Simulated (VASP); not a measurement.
Li2Cl3:

```xyz
5
Lattice="4.1978 0.0000 0.0000 -2.0989 3.6354 0.0000 0.0000 0.0000 6.5311" Properties=species:S:1:pos:R:3 pbc="T T T"
Li    0.0000    2.4236    1.6001
Li    2.0989    1.2118    4.9309
Cl    0.0000    0.0000    0.0000
Cl    0.0000    2.4236    4.2125
Cl    2.0989    1.2118    2.3185
```

| Item | Value |
| --- | --- |
| Program | VASP 6.6.1 |
| Task | relaxation of cell and atoms |
| Functional | PBE |
| Potentials or basis | VASP PAW PBE potentials, release 64 (Li_sv, Cl) |
| Cutoff | 750 eV |
| k mesh | 6 × 6 × 4 |
| Occupations | gaussian, width 0.1 eV |
| Spin | no spin polarisation |

At the start: pressure 0.5 GPa; volume 19.93 Å³/atom.

Q: How do energy, volume and symmetry change on relaxing?

A: Over 17 steps the energy falls by 64.4 meV/atom and the volume is 19.80 Å³/atom (-0.7 %); space group P-3m1 (No. 164, to 0.1 Å) before and after.

Step by step:
| step | energy change (eV) | largest force (eV/Å) | pressure (GPa) | volume (Å³) |
| --- | --- | --- | --- | --- |
| 1 | 0.0000 | 0.5252 | 0.54 | 99.67 |
| 2 | -0.0320 | 0.4342 | 0.21 | 100.63 |
| 3 | -0.0938 | 0.1745 | -0.51 | 103.52 |
| 4 | -0.0923 | 0.2243 | -1.10 | 109.33 |
| 5 | -0.1100 | 0.0801 | -0.94 | 106.72 |
| 6 | -0.1456 | 0.1996 | -0.27 | 104.43 |
| 7 | -0.1596 | 0.3340 | 0.56 | 102.08 |
| 8 | -0.2016 | 0.2983 | 0.56 | 102.43 |
| 9 | -0.2273 | 0.2632 | 0.76 | 102.64 |
| 10 | -0.2565 | 0.1770 | -0.44 | 106.61 |
| 11 | -0.2568 | 0.1667 | -0.57 | 107.08 |
| 12 | -0.2750 | 0.1571 | -0.48 | 105.36 |
| 13 | -0.3098 | 0.0946 | -0.09 | 100.31 |
| 14 | -0.3123 | 0.1002 | 0.18 | 97.97 |
| 15 | -0.3127 | 0.0858 | 0.09 | 98.65 |
| 16 | -0.3182 | 0.0629 | 0.04 | 98.78 |
| 17 | -0.3220 | 0.0347 | -0.02 | 98.99 |

Final structure:
```xyz
5
Lattice="3.8033 0.0000 0.0000 -1.9016 3.2937 0.0000 0.0000 0.0000 7.9021" Properties=species:S:1:pos:R:3 pbc="T T T"
Li    0.0000    2.1958    1.6181
Li    1.9016    1.0979    6.2840
Cl    0.0000    0.0000    0.0000
Cl    0.0000    2.1958    5.2686
Cl    1.9016    1.0979    2.6335
```

Caveat: a cell axis changed by over 15 % at a fixed basis, so the end point is rough; an odd number of electrons without spin polarisation forces a metal; a magnetic or distorted state may lie lower.
